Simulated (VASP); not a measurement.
Cl, 2 atoms in the cell. Symmetry: Fd-3m, No. 227, cubic system. Conventional cell: a = 6.150 Å, b = 6.150 Å, c = 6.150 Å, α = 90.00°, β = 90.00°, γ = 90.00°. Cl (site symmetry -43m) has 4 Cl at 2.66 Å within 3.5 Å. 

- Program: VASP 6.6.1
- Task: relaxation of cell and atoms
- Functional: PBE
- Potentials or basis: VASP PAW PBE potentials, release 64 (Cl)
- Cutoff: 600 eV
- k mesh: 13 × 13 × 13
- Occupations: fermi-dirac, width 0.02 eV
- Spin: no spin polarisation
- Target pressure: 20 GPa
- Dipole correction: no
- Further INCAR settings: ALGO = Normal; EDIFF = 1e-06; IBRION = 2; EDIFFG = -0.01; NSW = 80; ISIF = 3

Potentials or basis: VASP PAW PBE potentials, release 64 (Cl).

Command:

```sh
$ cat potpaw_PBE.64/Cl/POTCAR > POTCAR
$ mpirun -np 1 vasp_std > vasp.out
```

Hardware: 1 thread of AMD EPYC 9R45 96-Core Processor (Zen 5), on a shared host.

How long does it take, and how much memory?

Wall time 120 s on 1 thread of AMD EPYC 9R45 96-Core Processor (Zen 5), with other jobs on the host, peak memory 0.2 GiB. Counts: scf iterations 46, k points 84, ion steps 6.
